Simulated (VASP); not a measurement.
# P (I4_1/amd) in VASP: further runs, part 2 of 2

VASP 6.6.1. Earlier steps stand in the parts before.

### 3 Relaxation of cell and atoms, PBE, target pressure 2.2 GPa, at which the enthalpy is minimised

This run uses another cell than the first one, of 14.70 Å³/atom.

The input, INCAR:

```
  PREC = Accurate
  ENCUT = 600
  EDIFF = 1E-6
  ISMEAR = -1
  SIGMA = 0.05
  LREAL = F
  LASPH = T
  NELM = 80
  ALGO = Normal
  ISIF = 3
  LWAVE = F
  LCHARG = F
  GGA = PE
  IBRION = 2
  NSW = 32
  EDIFFG = -0.005
  PSTRESS = 22.0
```

The input, KPOINTS:

```
regular mesh
0
Gamma
  17 17 17
```

The input, POSCAR:

```
P
1.0
   -2.4229836628      2.4229836628      1.2521459390
    2.4229836628     -2.4229836628      1.2521459390
    2.4229836628      2.4229836628     -1.2521459390
P
2
Direct
   -0.3750000000     -0.1250000000     -0.2500000000
    0.3750000000      0.1250000000      0.2500000000
```

Potentials or basis: VASP PAW PBE potentials, release 64 (P).

On the command line:

```sh
cat potpaw_PBE.64/P/POTCAR > POTCAR
mpirun -np 1 vasp_std > vasp.out
```

OUTCAR:

```text
PREC = Accurate
   ENCUT = 600
   EDIFF = 1E-6
   ISMEAR = -1
   LREAL = F
   LASPH = T
   NELM = 80
   ISIF = 3
   GGA = PE
   IBRION = 2
   NSW = 32
   EDIFFG = -0.005
   PSTRESS = 22.0

 ion  position               nearest neighbor table
   1  0.625  0.875  0.750-   2 2.50   2 2.50   2 2.50   2 2.50
   2  0.375  0.125  0.250-   1 2.50   1 2.50   1 2.50   1 2.50

  LATTYP: Found a body centered tetragonal cell.
 ALAT       =     4.8459673256
 C/A-ratio  =     0.5167785315

  Lattice vectors:

 A1 = (  -2.4229836628,   2.4229836628,   1.2521459390)
 A2 = (   2.4229836628,  -2.4229836628,   1.2521459390)
 A3 = (   2.4229836628,   2.4229836628,  -1.2521459390)

Analysis of symmetry for initial positions (statically):
=====================================================================
 Subroutine PRICEL returns:
 Original cell was already a primitive cell.

 Routine SETGRP: Setting up the symmetry group for a
 body centered tetragonal supercell.

 Subroutine GETGRP returns: Found 16 space group operations
 (whereof  4 operations were pure point group operations)
 out of a pool of 16 trial point group operations.

The static configuration has the point symmetry C_2h.
 The point group associated with its full space group is D_4h.

[... 171 lines left out ...]
  in kB       20.4911522     20.4911522     19.7013077      0.0000000      0.0000000      0.0000000
  external PRESSURE =      -1.7721293 kB  Pullay stress =      22.0000000 kB
[... 63 lines left out ...]
--------------------------------------- Ionic step        3  -------------------------------------------

 number of electron      10.0000001 magnetization

 Free energy of the ion-electron system (eV)
  ---------------------------------------------------
  ext. energy  EPLUGINS =         0.00000000
  ---------------------------------------------------
  free energy    TOTEN  =        -9.94936447 eV

  energy without entropy =       -9.94539681  energy(sigma->0) =       -9.94738064

 E-fermi :   9.7637     XC(G=0): -11.3182

 val. band max:        9.7605550448   @ k =  -0.2941   0.2941   0.1765
 cond. band min:       9.7763158334   @ k =   0.4118   0.4118   0.0000
 fundamental gap:      0.0157607885
 Fermi energy:         9.7636954484

 k-point     1 :       0.0000    0.0000    0.0000
  band No.  band energies     occupation
      1      -6.7659      2.00000
      2       2.4491      2.00000
      3       4.6202      2.00000
      4       4.6202      2.00000
      5      10.8288      0.00000
      6      14.5397      0.00000
      7      14.5397      0.00000
      8      15.6693      0.00000
      9      16.5110      0.00000
[... 265 lines left out ...]
 k-point    24 :      -0.1176    0.0588   -0.0000
  band No.  band energies     occupation
      1      -6.5883      2.00000
      2       1.8118      2.00000
      3       4.6094      2.00000
      4       5.3603      2.00000
      5      11.3906      0.00000
      6      13.1964      0.00000
      7      14.2930      0.00000
      8      15.4244      0.00000
      9      15.6954      0.00000

 [... further k-points ...]

------------------------ aborting loop because EDIFF is reached ----------------------------------------

  FORCE on cell =-STRESS in cart. coord.  units (eV):
  Direction    XX          YY          ZZ          XY          YZ          ZX
  --------------------------------------------------------------------------------------
  -------------------------------------------------------------------------------------
  Total        0.4057595      0.4057595      0.4009996      0.0000000      0.0000000      0.0000000
  in kB       22.1459892     22.1459892     21.8861945      0.0000000      0.0000000      0.0000000
  external PRESSURE =       0.0593910 kB  Pullay stress =      22.0000000 kB
[... 21 lines left out ...]
  energy  without entropy=       -9.9453968055  energy(sigma->0) =       -9.94738064

  enthalpy is  TOTEN    =        -9.5462797492 eV   P V=        0.4030847204

 reached required accuracy - stopping structural energy minimisation
```

OSZICAR:

```text
N       E                     dE             d eps       ncg     rms          rms(c)
DAV:   1     0.219620989675E+02    0.21962E+02   -0.50424E+03  7290   0.108E+03
DAV:   2    -0.903280590802E+01   -0.30995E+02   -0.29931E+02 11113   0.126E+02
DAV:   3    -0.994829456172E+01   -0.91549E+00   -0.89682E+00  9158   0.229E+01
[... 14 lines left out ...]
       N       E                     dE             d eps       ncg     rms          rms(c)
DAV:   1    -0.994936976318E+01   -0.28083E-03   -0.19949E-04  8017   0.906E-02    0.162E-02
DAV:   2    -0.994936635440E+01    0.34088E-05   -0.38011E-06  7692   0.161E-02    0.887E-03
DAV:   3    -0.994936455833E+01    0.17961E-05   -0.31767E-06  7208   0.113E-02    0.201E-03
DAV:   4    -0.994936446954E+01    0.88792E-07   -0.22904E-08  3795   0.146E-03
   3 F= -.95462797E+01 E0= -.95442959E+01  d E =-.287520E-04
```

CONTCAR:

```text
P
   1.00000000000000
    -2.4218254566305117    2.4218254566305117    1.2512340841034633
     2.4218254566305117   -2.4218254566305117    1.2512340841034633
     2.4218254566305117    2.4218254566305117   -1.2512340841034633
  P
     2
Direct
     0.6250000000000000    0.8750000000000000    0.7500000000000000
     0.3750000000000000    0.1250000000000000    0.2500000000000000

  0.00000000E+00  0.00000000E+00  0.00000000E+00
  0.00000000E+00  0.00000000E+00  0.00000000E+00
```

Wall time 86 s (1 thread of Intel Xeon 6975P-C (Granite Rapids), shared host); peak memory 0.24 GiB.

What came out:

```
Free energy                                                : -9.9494 eV
Relaxed volume                                             : 14.68 Å³/atom
Relaxed cell                                               : a = 3.646 Å, b = 3.646 Å, c = 3.646 Å, α = 96.76°, β = 96.76°, γ = 139.86°
Space group after relaxing (to 0.1 Å)                      : I4_1/amd (No. 141)
Energy change on relaxing (the run minimises the enthalpy) : +0.3 meV/atom
Ionic steps                                                : 3
Pressure after relaxing                                    : 2.2 GPa
Band gap on the k mesh                                     : zero (bands 5 and 6 overlap by 7.69 eV)
```

The path:
```csv
step,energy change (eV),largest force (eV/Å),pressure (GPa),volume (Å³)
1,0.0000,0.0000,2.02,29.40
2,0.0009,0.0000,2.27,29.34
3,0.0007,0.0000,2.21,29.36
```

Final structure:
```cif
data_structure
_symmetry_space_group_name_H-M 'P 1'
_symmetry_Int_Tables_number 1
_cell_length_a 3.6464
_cell_length_b 3.6464
_cell_length_c 3.6464
_cell_angle_alpha 96.762
_cell_angle_beta 96.762
_cell_angle_gamma 139.863
_cell_volume 29.36
loop_
_atom_site_label
_atom_site_type_symbol
_atom_site_fract_x
_atom_site_fract_y
_atom_site_fract_z
_atom_site_occupancy
P1 P 0.62500 0.87500 0.75000 1
P2 P 0.37500 0.12500 0.25000 1
```

Caveat: the cell is relaxed towards a set pressure, so the run minimises the enthalpy, not the energy.
